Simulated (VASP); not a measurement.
# SrBeI4 (P2/m) in VASP: settings compared

Aim: see how the results for SrBeI4 move with the level of theory and the settings. Levels: PBEsol, r2SCAN+rVV10. Tasks: single point.

Program: VASP 6.6.1. These are calculated values, not measurements. Logs are shortened: lines on timing, memory, paths and dates and some standing lists are left out, and cuts for length are marked.

## (1) The cell of the first run

The structure is monoclinic, space group P2/m (No. 10). The conventional cell has a = 6.866 Å, b = 4.126 Å, c = 7.755 Å, α = 90.00°, β = 91.34°, γ = 90.00°. Sr (site symmetry 2/m) has 6 I at 3.20 to 3.22 Å and 2 Sr at 4.13 Å within 4.2 Å. Within 3.6 Å of Be (site symmetry 2/m) lie 6 I at 2.71 to 2.77 Å. I (site symmetry m) has 1 Be at 2.71 Å and 2 Sr at 3.20 Å within 3.6 Å. Within 3.8 Å of I (site symmetry m) lie 2 Be at 2.77 Å and 1 Sr at 3.22 Å and 3 I at 3.70 to 3.78 Å.

## (2) Single point, PBEsol

File INCAR:

```
PREC     = Accurate       # precision mode
ENCUT    = 520            # plane-wave cutoff, eV
EDIFF    = 1E-7           # SCF threshold, eV
ISMEAR   = -1             # smearing method
SIGMA    = 0.03           # smearing width, eV
LREAL    = F              # projectors in reciprocal space
LASPH    = T              # aspherical terms in the spheres
NELM     = 60             # most SCF steps
ALGO     = Normal         # electronic algorithm
ISIF     = 2              # what is computed and relaxed
LWAVE    = F              # write WAVECAR
LCHARG   = F              # write CHGCAR
GGA      = PS             # functional
NBANDS   = 29             # bands
```

File KPOINTS:

```
regular mesh
0
Gamma
  4 6 4
```

File POSCAR:

```
SrBeI4
1.0
    6.8657123027      0.0000000000     -0.0695409194
    0.0000000000      4.1257250426      0.0000000000
   -0.1034099024      0.0000000000      7.7547088054
Sr Be I
1 1 4
Direct
    0.0000000000      0.5000000000      0.5000000000
    0.0000000000      0.0000000000      0.0000000000
    0.2469522748      0.0000000000      0.2774726695
    0.2222691629      0.5000000000      0.8698134326
    0.7777308371      0.5000000000      0.1301865674
    0.7530477252      0.0000000000      0.7225273305
```

Potentials or basis: VASP PAW PBE potentials, release 64 (Sr_sv, Be, I).

On the command line:

```
cat potpaw_PBE.64/Sr_sv/POTCAR potpaw_PBE.64/Be/POTCAR potpaw_PBE.64/I/POTCAR > POTCAR
mpirun -np 1 vasp_std > vasp.out
```

OUTCAR:

```text
PREC = Accurate
   ENCUT = 520
   EDIFF = 1E-7
   ISMEAR = -1
   LREAL = F
   LASPH = T
   NELM = 60
   ISIF = 2
   GGA = PS

 ion  position               nearest neighbor table
   1  0.000  0.500  0.500-   3 3.20   6 3.20   3 3.20   6 3.20   5 3.22   4 3.22
   2  0.000  0.000  0.000-   3 2.71   6 2.71   5 2.77   4 2.77   4 2.77   5 2.77
   3  0.247  0.000  0.277-   2 2.71   1 3.20   1 3.20
   4  0.222  0.500  0.870-   2 2.77   2 2.77   1 3.22
   5  0.778  0.500  0.130-   2 2.77   2 2.77   1 3.22
   6  0.753  0.000  0.723-   2 2.71   1 3.20   1 3.20

  LATTYP: Found a simple monoclinic cell.
 ALAT       =     6.8660644741
 B/A-ratio  =     0.6008864406
 C/A-ratio  =     1.1295259890
 COS(beta)  =    -0.0234605477

  Lattice vectors:

 A1 = (   6.8657123027,   0.0000000000,  -0.0695409194)
 A2 = (   0.0000000000,   4.1257250426,   0.0000000000)
 A3 = (  -0.1034099024,   0.0000000000,   7.7547088054)

Analysis of symmetry for initial positions (statically):
=====================================================================
 Subroutine PRICEL returns:
 Original cell was already a primitive cell.

 Routine SETGRP: Setting up the symmetry group for a
 simple monoclinic supercell.

 Subroutine GETGRP returns: Found  4 space group operations
 (whereof  4 operations were pure point group operations)
 out of a pool of  4 trial point group operations.

The static configuration has the point symmetry C_2h.

Analysis of symmetry for dynamics (positions and initial velocities):
=====================================================================
 Subroutine PRICEL returns:
 Original cell was already a primitive cell.

 Routine SETGRP: Setting up the symmetry group for a
 simple monoclinic supercell.

 Subroutine GETGRP returns: Found  4 space group operations
 (whereof  4 operations were pure point group operations)
 out of a pool of  4 trial point group operations.

The dynamic configuration has the point symmetry C_2h.

 Subroutine INISYM returns: Found  4 space group operations
 (whereof  4 operations are pure point group operations),
 and found     1 'primitive' translations

----------------------------------------------------------------------------------------

                                     Primitive cell

  volume of cell :     219.6305

  direct lattice vectors                    reciprocal lattice vectors
     6.865712303  0.000000000 -0.069540919     0.145670987  0.000000000  0.001942539
     0.000000000  4.125725043  0.000000000     0.000000000  0.242381640  0.000000000
    -0.103409902  0.000000000  7.754708805     0.001306315  0.000000000  0.128971327

  length of vectors
     6.866064474  4.125725043  7.755398266     0.145683938  0.242381640  0.128977943

  position of ions in fractional coordinates (direct lattice)
     0.000000000  0.500000000  0.500000000
     0.000000000  0.000000000  0.000000000
     0.246952275  0.000000000  0.277472669
     0.222269163  0.500000000  0.869813433
     0.777730837  0.500000000  0.130186567
     0.753047725  0.000000000  0.722527331

  ion indices of the primitive-cell ions
   primitive index   ion index
                 1           1
                 2           2
                 3           3
                 4           4
                 5           5
                 6           6

----------------------------------------------------------------------------------------

 KPOINTS: regular mesh

Automatic generation of k-mesh.
 Grid dimensions read from file:
 generate k-points for:    4    6    4

 Generating k-lattice:

  Cartesian coordinates                     Fractional coordinates (reciprocal lattice)
     0.036417747  0.000000000  0.000485635     0.250000000  0.000000000  0.000000000
     0.000000000  0.040396940  0.000000000     0.000000000  0.166666667  0.000000000
     0.000326579  0.000000000  0.032242832     0.000000000  0.000000000  0.250000000

  Length of vectors
     0.036420985  0.040396940  0.032244486

  Shift w.r.t. Gamma in fractional coordinates (k-lattice)
     0.000000000  0.000000000  0.000000000

 Subroutine IBZKPT returns following result:
 ===========================================

 Found     40 irreducible k-points:

 Following reciprocal coordinates:
            Coordinates               Weight
  0.000000  0.000000  0.000000      1.000000
  0.250000  0.000000 -0.000000      2.000000
  0.500000  0.000000 -0.000000      1.000000
  0.000000  0.166667  0.000000      2.000000
  0.250000  0.166667 -0.000000      4.000000
  0.500000  0.166667 -0.000000      2.000000
[... 16 lines left out ...]
  0.500000  0.333333  0.250000      4.000000
 -0.250000  0.333333  0.250000      4.000000
 [... further k-points ...]
   k-points           NKPTS =     40   k-points in BZ     NKDIM =     40   number of bands    NBANDS=     29
   number of dos      NEDOS =    301   number of ions     NIONS =      6
   total plane-waves  NPLWV = 103680
   dimension x,y,z NGX =    54 NGY =   32 NGZ =   60
   dimension x,y,z NGXF=   108 NGYF=   64 NGZF=  120
   ions per type =               1   1   4
   NGX,Y,Z   is equivalent  to a cutoff of  13.07, 12.89, 12.86 a.u.
   NGXF,Y,Z  is equivalent  to a cutoff of  26.15, 25.79, 25.72 a.u.
 SYSTEM =  unknown system
   PREC   = accura    normal or accurate (medium, high low for compatibility)
   ISTART =      0    job   : 0-new  1-cont  2-samecut
   ICHARG =      2    charge: 1-file 2-atom 10-const
   ISPIN  =      1    spin polarized calculation?
   LNONCOLLINEAR =      F non collinear calculations
   LSORBIT =      F    spin-orbit coupling
   LASPH  =      T    aspherical Exc in radial PAW
   ENCUT  =  520.0 eV  38.22 Ry    6.18 a.u.  12.77  7.67 14.42*2*pi/ulx,y,z
   NELM   =     60;   NELMIN=  2; NELMDL= -5     # of ELM steps
   EDIFF  = 0.1E-06   stopping-criterion for ELM
   LREAL  =      F    real-space projection
   EDIFFG = 0.1E-05   stopping-criterion for IOM
   NSW    =      0    number of steps for IOM
   IBRION =     -1    ionic relax: 0-MD 1-quasi-New 2-CG
   NFREE  =      0    steps in history (QN), initial steepest desc. (CG)
   ISIF   =      2    stress and relaxation
   ISYM   =      2    0-nonsym 1-usesym 2-fastsym
   POTIM  = 0.5000    time-step for ionic-motion
   TEBEG  =    0.0;   TEEND  =   0.0 temperature during run
   PSTRESS=    0.0 pullay stress
   NELECT =      40.0000    total number of electrons
   NUPDOWN=      -1.0000    fix difference up-down
   EMIN   =  10.00;   EMAX   =-10.00  energy-range for DOS
   EFERMI =   0.00;   METHOD = LEGACY
   ISMEAR =    -1;   SIGMA  =   0.03  broadening in eV -4-tet -1-fermi 0-gaus
   EFERMI_NEDOS =   21; number of points for ismear=-14 and -15
   IALGO  =     38    algorithm
   IMIX   =      4    mixing-type and parameters
     AMIX     =   0.40;   BMIX     =  1.00
     AMIX_MAG =   1.60;   BMIX_MAG =  1.00
  volume/ion in A,a.u.               =      36.61       247.02
  Fermi-wavevector in a.u.,A,eV,Ry     =   0.927963  1.753596 11.716182  0.861115
  Thomas-Fermi vector in A             =   2.054089
   LORBIT       =      0    0 simple, 1 ext, 2 COOP (PROOUT), +10 PAW based schemes
   GGA     = PS    functional components
   LHFCALC =     F    Hartree Fock is set to
   AEXX    =    0.0000 exact exchange contribution
   IVDW    =     0    specifies the selected vdW correction
   LEPSILON=     F    determine dielectric tensor
   LRPA    =     F    only Hartree local field effects (RPA)
 non-spin polarized calculation
  energy-cutoff  :      520.00
  volume of cell :      219.63
 maximum number of plane-waves:      5942
 NGX is ok and might be reduce to    54
   NGX = 25   NGY = 15   NGZ = 29

 number of electron      39.9999999 magnetization

 Free energy of the ion-electron system (eV)
  ---------------------------------------------------
  ext. energy  EPLUGINS =         0.00000000
  ---------------------------------------------------
  free energy    TOTEN  =       -18.31025578 eV

  energy without entropy =      -18.31025578  energy(sigma->0) =      -18.31025578

 E-fermi :   2.8179     XC(G=0):  -8.1829

 val. band max:        2.1300942931   @ k =   0.0000   0.0000   0.0000
 cond. band min:       4.4254105945   @ k =   0.0000   0.0000   0.0000
 fundamental gap:      2.2953163014
 Fermi energy:         2.8179251871

 k-point     1 :       0.0000    0.0000    0.0000
  band No.  band energies     occupation
      1     -32.0575      2.00000
      2     -14.1923      2.00000
      3     -14.1704      2.00000
      4     -14.0985      2.00000
      5     -10.1793      2.00000
      6      -9.3821      2.00000
[... 21 lines left out ...]
     28       7.7582      0.00000
     29       8.2478      0.00000

 k-point     2 :       0.2500    0.0000   -0.0000
  band No.  band energies     occupation
      1     -32.0575      2.00000
      2     -14.1926      2.00000
      3     -14.1704      2.00000
      4     -14.0985      2.00000
      5     -10.1261      2.00000
      6      -9.4412      2.00000
[... 21 lines left out ...]
     28       7.7230      0.00000
     29       8.3106      0.00000

 k-point     3 :       0.5000    0.0000   -0.0000
  band No.  band energies     occupation
      1     -32.0575      2.00000
      2     -14.1930      2.00000
      3     -14.1704      2.00000
      4     -14.0985      2.00000
      5     -10.0595      2.00000
      6      -9.5227      2.00000
[... 21 lines left out ...]
     28       7.9039      0.00000
     29       8.3451      0.00000

 k-point     4 :       0.0000    0.1667    0.0000
  band No.  band energies     occupation
      1     -32.0552      2.00000
      2     -14.1737      2.00000
      3     -14.1637      2.00000
      4     -14.1555      2.00000
      5     -10.0577      2.00000
      6      -9.3635      2.00000
[... 21 lines left out ...]
     28       7.9095      0.00000
     29       8.0155      0.00000

 k-point     5 :       0.2500    0.1667   -0.0000
  band No.  band energies     occupation
      1     -32.0552      2.00000
      2     -14.1742      2.00000
      3     -14.1635      2.00000
      4     -14.1554      2.00000
      5     -10.0076      2.00000
      6      -9.4056      2.00000
[... 21 lines left out ...]
     28       7.8636      0.00000
     29       8.2292      0.00000
[... 510 lines left out ...]
     28       8.2370      0.00000
     29       8.5805      0.00000

 k-point    22 :       0.2500    0.3333    0.2500
  band No.  band energies     occupation
      1     -32.0507      2.00000
      2     -14.2651      2.00000
      3     -14.1583      2.00000
      4     -14.1290      2.00000
      5      -9.6784      2.00000
      6      -9.3493      2.00000
[... 21 lines left out ...]
     28       8.1228      0.00000
     29       8.6715      0.00000

 k-point    23 :       0.5000    0.3333    0.2500
  band No.  band energies     occupation
      1     -32.0507      2.00000
      2     -14.2650      2.00000
      3     -14.1584      2.00000
      4     -14.1290      2.00000
      5      -9.6383      2.00000
      6      -9.3581      2.00000
[... 21 lines left out ...]
     28       8.1022      0.00000
     29       8.2477      0.00000

 k-point    24 :      -0.2500    0.3333    0.2500
  band No.  band energies     occupation
      1     -32.0507      2.00000
      2     -14.2651      2.00000
      3     -14.1583      2.00000
      4     -14.1290      2.00000
      5      -9.6930      2.00000
      6      -9.3231      2.00000
[... 21 lines left out ...]
     28       8.0282      0.00000
     29       8.4800      0.00000

 [... further k-points ...]

------------------------ aborting loop because EDIFF is reached ----------------------------------------

  FORCE on cell =-STRESS in cart. coord.  units (eV):
  Direction    XX          YY          ZZ          XY          YZ          ZX
  --------------------------------------------------------------------------------------
  -------------------------------------------------------------------------------------
  Total        0.1220483      0.0735889      0.1374662      0.0000000      0.0000000     -0.0352754
  in kB        0.8903270      0.5368222      1.0027990      0.0000000      0.0000000     -0.2573298
  external PRESSURE =       0.8099827 kB  Pullay stress =       0.0000000 kB

 VOLUME and BASIS-vectors are now :
 -----------------------------------------------------------------------------
  energy-cutoff  :      520.00
  volume of cell :      219.63
      direct lattice vectors                 reciprocal lattice vectors
     6.865712303  0.000000000 -0.069540919     0.145670987  0.000000000  0.001942539
     0.000000000  4.125725043  0.000000000     0.000000000  0.242381640  0.000000000
    -0.103409902  0.000000000  7.754708805     0.001306315  0.000000000  0.128971327

 POSITION                                       TOTAL-FORCE (eV/Angst)
 -----------------------------------------------------------------------------------
     -0.05170      2.06286      3.87735        -0.000000      0.000000     -0.000000
      0.00000      0.00000      0.00000         0.000000      0.000000     -0.000000
      1.66681      0.00000      2.13455         0.019985      0.000000     -0.007295
      1.43609      2.06286      6.72969         0.005646      0.000000      0.005793
      5.32621      2.06286      0.95547        -0.005646      0.000000     -0.005793
      5.09549      0.00000      5.55062        -0.019985     -0.000000      0.007295
 -----------------------------------------------------------------------------------
    total drift:                                0.000000     -0.000000     -0.000000

  FREE ENERGIE OF THE ION-ELECTRON SYSTEM (eV)
  ---------------------------------------------------
  free  energy   TOTEN  =       -18.3102557783 eV

  energy  without entropy=      -18.3102557783  energy(sigma->0) =      -18.31025578
```

It took 3.2 min on 1 thread of Oxide Virtual Turin-like, shared host; peak memory 0.44 GiB.

What came out:

```
Free energy            : -18.3103 eV
Pressure               : 0.1 GPa
Largest force          : 0.021 eV/Å
Band gap on the k mesh : 2.30 eV
```

Forces in eV/Å, atoms in the order of the input:
```
Sr   0.000  0.000  0.000
Be   0.000  0.000  0.000
I    0.020  0.000 -0.007
I    0.006  0.000  0.006
I   -0.006  0.000 -0.006
I   -0.020  0.000  0.007
```

Caveat: the PAW data sets were made with another functional, which shifts forces and pressure a little; spin-orbit coupling is left out, which moves the levels of the heavy elements. A k mesh can miss the band edges.

## (3) Single point, r2SCAN+rVV10

This run uses another cell than the first one, of 36.43 Å³/atom.

File POSCAR:

```
SrBeI4
1.0
    6.7638375895      0.0000000000     -0.1306768483
    0.0000000000      4.1391571385      0.0000000000
   -0.1703710501      0.0000000000      7.8096476410
Sr Be I
1 1 4
Direct
    0.0000000000      0.5000000000      0.5000000000
    0.0000000000      0.0000000000      0.0000000000
    0.2611644245      0.0000000000      0.2895095349
    0.2252759479      0.5000000000      0.8730124602
    0.7747240521      0.5000000000      0.1269875398
    0.7388355755      0.0000000000      0.7104904651
```

File INCAR.step1:

```
SYSTEM = SrBeI4
PREC = Accurate ; ENCUT = 520
ISMEAR = -1 ; SIGMA = 0.03
LREAL = .False. ; LASPH = .True.
NELM = 80 ; NBANDS = 29
GGA = PE ; ALGO = Normal
EDIFF = 1E-4 ; LWAVE = .True.
LCHARG = .False.
```

File INCAR.step2:

```
SYSTEM = SrBeI4
PREC = Accurate ; ENCUT = 520
EDIFF = 1E-6 ; ISMEAR = -1
SIGMA = 0.03 ; LREAL = .False.
LASPH = .True. ; NELM = 80
ALGO = Normal ; ISIF = 2
LWAVE = .False. ; LCHARG = .True.
METAGGA = R2SCAN ; LMIXTAU = .True.
LUSE_VDW = .True. ; IVDW_NL = 2
BPARAM = 11.95 ; CPARAM = 0.0093
LELF = .True. ; LVHAR = .True.
NBANDS = 29 ; ISTART = 1
```

File KPOINTS:

```
regular mesh
0
Gamma
  4 6 4
  0 0 0
```

Potentials or basis: VASP PAW PBE potentials, release 64 (Sr_sv, Be, I).

On the command line:

```
cat potpaw_PBE.64/Sr_sv/POTCAR potpaw_PBE.64/Be/POTCAR potpaw_PBE.64/I/POTCAR > POTCAR
cp INCAR.step1 INCAR
mpirun -np 1 vasp_std > vasp.out
cp INCAR.step2 INCAR
mpirun -np 1 vasp_std > vasp.out
```

Run time: 12 min. Hardware: 1 thread of Oxide Virtual Turin-like, shared host; peak memory 0.8 GiB.

The run converged. Its results:

| Item | Value |
| --- | --- |
| Free energy | -122.7864 eV |
| Pressure | 0.2 GPa |
| Largest force | 0.019 eV/Å |
| Band gap on the k mesh | 2.72 eV (least direct gap 2.73 eV) |

Forces in eV/Å, atoms in the order of the input:
```
Sr   0.000  0.000  0.000
Be   0.000  0.000  0.000
I    0.017  0.000 -0.005
I    0.017  0.000  0.009
I   -0.017  0.000 -0.009
I   -0.017  0.000  0.005
```

Levels at points of the mesh, in eV from the valence-band top:
| k point | band 18 | band 19 | band 20 | band 21 | band 22 | band 23 |
| --- | --- | --- | --- | --- | --- | --- |
| (0.00, 0.00, 0.00) | -0.33 | -0.02 | 0.00 | 2.73 | 4.02 | 4.36 |
| (0.50, 0.00, 0.00) | -0.54 | -0.44 | -0.09 | 3.17 | 3.88 | 4.44 |
| (0.00, 0.50, 0.00) | -1.17 | -0.62 | -0.38 | 3.35 | 4.43 | 4.69 |
| (0.50, 0.50, 0.00) | -1.00 | -0.48 | -0.42 | 3.69 | 4.61 | 5.21 |
| (0.00, 0.00, 0.50) | -0.36 | -0.29 | -0.24 | 3.65 | 3.78 | 4.66 |
| (0.50, 0.00, 0.50) | -0.49 | -0.46 | -0.29 | 3.52 | 3.77 | 4.82 |
| (0.00, 0.50, 0.50) | -0.96 | -0.67 | -0.45 | 2.74 | 4.50 | 4.59 |
| (0.50, 0.50, 0.50) | -0.78 | -0.75 | -0.53 | 2.75 | 4.79 | 4.97 |

Caveat: the PAW data sets were made with another functional, which shifts forces and pressure a little; spin-orbit coupling is left out, which moves the levels of the heavy elements. A k mesh can miss the band edges.
